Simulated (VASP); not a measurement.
# AlFe (CsCl type) in VASP: notebook, part 2 of 2

VASP 6.6.1.

### 3 Single point, HSE06

This run uses another cell than the first one, of 12.29 Å³/atom.

POSCAR reads:

```
AlFe
1.0
    2.9077674890      0.0000000000      0.0000000000
    0.0000000000      2.9077674890      0.0000000000
    0.0000000000      0.0000000000      2.9077674890
Fe Al
1 1
Direct
    0.0000000000      0.0000000000      0.0000000000
    0.5000000000      0.5000000000      0.5000000000
```

INCAR.step1 reads:

```
ALGO     = Normal         # electronic algorithm
EDIFF    = 1E-5           # SCF threshold, eV
ENCUT    = 510            # plane-wave cutoff, eV
GGA      = PE             # functional
GGA_COMPAT= F            
ISIF     = 2              # what is computed and relaxed
ISMEAR   = -1             # smearing method
LASPH    = T              # aspherical terms in the spheres
LCHARG   = F              # write CHGCAR
LREAL    = F              # projectors in reciprocal space
LWAVE    = T              # write WAVECAR
NBANDS   = 16             # bands
NELM     = 120            # most SCF steps
PREC     = Accurate       # precision mode
SIGMA    = 0.1            # smearing width, eV
```

INCAR.step2 reads:

```
ALGO     = Normal         # electronic algorithm
EDIFF    = 1E-6           # SCF threshold, eV
ENCUT    = 510            # plane-wave cutoff, eV
GGA      = PE             # functional
GGA_COMPAT= F            
HFSCREEN = 0.2079         # screening, 1/A
ISIF     = 2              # what is computed and relaxed
ISMEAR   = -1             # smearing method
ISTART   = 1            
LASPH    = T              # aspherical terms in the spheres
LCHARG   = F              # write CHGCAR
LHFCALC  = T              # exact exchange
LREAL    = F              # projectors in reciprocal space
LWAVE    = F              # write WAVECAR
NBANDS   = 16             # bands
NELM     = 120            # most SCF steps
PREC     = Accurate       # precision mode
PRECFOCK = Normal       
SIGMA    = 0.1            # smearing width, eV
```

KPOINTS reads:

```
k-points
0
Gamma
  4 4 4
```

Potentials or basis: VASP PAW PBE potentials, release 64 (Fe_sv, Al).

Command:

```console
$ cat potpaw_PBE.64/Fe_sv/POTCAR potpaw_PBE.64/Al/POTCAR > POTCAR
$ cp INCAR.step1 INCAR
$ mpirun -np 1 vasp_std > vasp.out
$ cp INCAR.step2 INCAR
$ mpirun -np 1 vasp_std > vasp.out
```

OUTCAR:

```text
EDIFF = 1E-6
   ENCUT = 510
   GGA = PE
   HFSCREEN = 0.2079
   ISIF = 2
   ISMEAR = -1
   ISTART = 1
   LASPH = T
   LHFCALC = T
   LREAL = F
   NELM = 120
   PREC = Accurate
   PRECFOCK = Normal

 ion  position               nearest neighbor table
   1  0.000  0.000  0.000-   2 2.52   2 2.52   2 2.52   2 2.52   2 2.52   2 2.52   2 2.52   2 2.52

   2  0.500  0.500  0.500-   1 2.52   1 2.52   1 2.52   1 2.52   1 2.52   1 2.52   1 2.52   1 2.52

  LATTYP: Found a simple cubic cell.
 ALAT       =     2.9077674890

  Lattice vectors:

 A1 = (   2.9077674890,   0.0000000000,   0.0000000000)
 A2 = (   0.0000000000,   2.9077674890,   0.0000000000)
 A3 = (   0.0000000000,   0.0000000000,   2.9077674890)

Analysis of symmetry for initial positions (statically):
=====================================================================
 Subroutine PRICEL returns:
 Original cell was already a primitive cell.

 Routine SETGRP: Setting up the symmetry group for a
 simple cubic supercell.

 Subroutine GETGRP returns: Found 48 space group operations
 (whereof 48 operations were pure point group operations)
 out of a pool of 48 trial point group operations.

The static configuration has the point symmetry O_h .

Analysis of symmetry for dynamics (positions and initial velocities):
=====================================================================
 Subroutine PRICEL returns:
 Original cell was already a primitive cell.

 Routine SETGRP: Setting up the symmetry group for a
 simple cubic supercell.
[... 107 lines left out ...]
   IALGO  =     38    algorithm
   IMIX   =      1    mixing-type and parameters
     AMIX     =   0.40;   BMIX     =  1.00
     AMIX_MAG =   1.60;   BMIX_MAG =  1.00
  volume/ion in A,a.u.               =      12.29        82.96
  Fermi-wavevector in a.u.,A,eV,Ry     =   1.502334  2.838999 30.708431  2.257006
  Thomas-Fermi vector in A             =   2.613588
   LORBIT       =      0    0 simple, 1 ext, 2 COOP (PROOUT), +10 PAW based schemes
   GGA     = PE    functional components
   LHFCALC =     T    Hartree Fock is set to
   PRECFOCK=normal    Normal, Fast or Accurate (Low or Medium for compatibility)
   ENCUT4O =  -1.0   cutoff for four orbital integrals eV
   NKREDX  =     1    reduce k-point grid by
   NKREDY  =     1    reduce k-point grid by
   NKREDZ  =     1    reduce k-point grid by
   AEXX    =    0.2500 exact exchange contribution
   HFSCREEN=    0.2079 screening length (either q_TF or 0.3 A-1)
   HFSCREENC=   0.2079 screening length for correlation (either q_TF or 0.3 A-1)
   ENCUTFOCK=  -1.0 apply spherical cutoff to Coloumb kernel
   IVDW    =     0    specifies the selected vdW correction
   LEPSILON=     F    determine dielectric tensor
   LRPA    =     F    only Hartree local field effects (RPA)
 non-spin polarized calculation
  energy-cutoff  :      510.00
  volume of cell :       24.59
 maximum number of plane-waves:       660
 NGX is ok and might be reduce to    24
  NGX = 18; NGY = 18; NGZ = 18

 number of electron      18.9999970 magnetization

 Free energy of the ion-electron system (eV)
  ---------------------------------------------------
  ext. energy  EPLUGINS =         0.00000000
  ---------------------------------------------------
  free energy    TOTEN  =       -15.16219766 eV

  energy without entropy =      -15.12369686  energy(sigma->0) =      -15.14294726

 E-fermi :   9.8434     XC(G=0):  -9.9883

 val. band max:        9.7902662458   @ k =   0.2500   0.0000   0.0000
 cond. band min:       9.8824877286   @ k =   0.5000   0.0000   0.0000
 fundamental gap:      0.0922214828
 Fermi energy:         9.8434068887

 k-point     1 :       0.0000    0.0000    0.0000
  band No.  band energies     occupation
      1     -81.2566      2.00000
      2     -45.6809      2.00000
      3     -45.6809      2.00000
      4     -45.6809      2.00000
      5      -1.1735      2.00000
      6       7.8570      2.00000
[... 167 lines left out ...]
      3     -45.7518      2.00000
      4     -45.7518      2.00000
      5       6.0638      2.00000
      6       6.0638      2.00000
[... 8 lines left out ...]
     15      17.0202      0.00000
     16      17.0202      0.00000

------------------------ aborting loop because EDIFF is reached ----------------------------------------

  FORCE on cell =-STRESS in cart. coord.  units (eV):
  Direction    XX          YY          ZZ          XY          YZ          ZX
  --------------------------------------------------------------------------------------
  -------------------------------------------------------------------------------------
  Total       -2.7127566     -2.7127566     -2.7127566      0.0000000     -0.0000000      0.0000000
  in kB     -176.7837685   -176.7837685   -176.7837685      0.0000000     -0.0000000      0.0000000
  external PRESSURE =    -176.7837685 kB  Pullay stress =       0.0000000 kB

 VOLUME and BASIS-vectors are now :
 -----------------------------------------------------------------------------
  energy-cutoff  :      510.00
  volume of cell :       24.59
      direct lattice vectors                 reciprocal lattice vectors
     2.907767489  0.000000000  0.000000000     0.343906452  0.000000000  0.000000000
     0.000000000  2.907767489  0.000000000     0.000000000  0.343906452  0.000000000
     0.000000000  0.000000000  2.907767489     0.000000000  0.000000000  0.343906452

 POSITION                                       TOTAL-FORCE (eV/Angst)
 -----------------------------------------------------------------------------------
      0.00000      0.00000      0.00000         0.000000      0.000000      0.000000
      1.45388      1.45388      1.45388         0.000000      0.000000      0.000000
 -----------------------------------------------------------------------------------
    total drift:                               -0.000008     -0.000008     -0.000008

  FREE ENERGIE OF THE ION-ELECTRON SYSTEM (eV)
  ---------------------------------------------------
  free  energy   TOTEN  =       -15.1621976602 eV

  energy  without entropy=      -15.1236968621  energy(sigma->0) =      -15.14294726
```

OSZICAR.step1:

```text
N       E                     dE             d eps       ncg     rms          rms(c)
DAV:   1     0.205697329275E+03    0.20570E+03   -0.10498E+04   328   0.138E+03
DAV:   2    -0.584487535406E+01   -0.21154E+03   -0.20337E+03   328   0.464E+02
DAV:   3    -0.146007537405E+02   -0.87559E+01   -0.87123E+01   456   0.102E+02
DAV:   4    -0.147606524706E+02   -0.15990E+00   -0.15989E+00   328   0.161E+01
DAV:   5    -0.147668889467E+02   -0.62365E-02   -0.62363E-02   416   0.312E+00    0.146E+01
DAV:   6    -0.176527787446E+02   -0.28859E+01   -0.33192E+01   336   0.105E+02    0.279E+01
DAV:   7    -0.128145249119E+02    0.48383E+01   -0.14977E+01   336   0.700E+01    0.320E+00
DAV:   8    -0.128220333912E+02   -0.75085E-02   -0.17905E-01   336   0.327E+00    0.225E+00
DAV:   9    -0.128119498034E+02    0.10084E-01   -0.28782E-02   456   0.198E+00    0.407E-01
DAV:  10    -0.128111038708E+02    0.84593E-03   -0.18275E-03   384   0.792E-01    0.174E-01
DAV:  11    -0.128110772554E+02    0.26615E-04   -0.10009E-04   456   0.122E-01    0.713E-03
DAV:  12    -0.128110773822E+02   -0.12679E-06   -0.10287E-06   208   0.108E-02
   1 F= -.12811077E+02 E0= -.12779807E+02  d E =-.625399E-01
```

It took 6.6 min on 1 thread of AMD EPYC 7R43 (Zen 3), shared host; peak memory 0.21 GiB.

What came out:

* Free energy: -15.1622 eV
* Pressure: -17.7 GPa
* Band gap on the k mesh: zero (an odd number of electrons rules out a gap without spin polarisation)

Caveat: the k points lie up to 0.54 Å⁻¹ apart, too coarse for converged energies and pressures of a metal; the PAW data sets were made with another functional, which shifts forces and pressure a little; the run has no spin polarisation, though such a crystal can be magnetic. Spin polarisation is off, so any magnetic state and its effect on volume and gap are missing.

The gap in the log of VASP goes by the Fermi energy; the results here count the filled bands.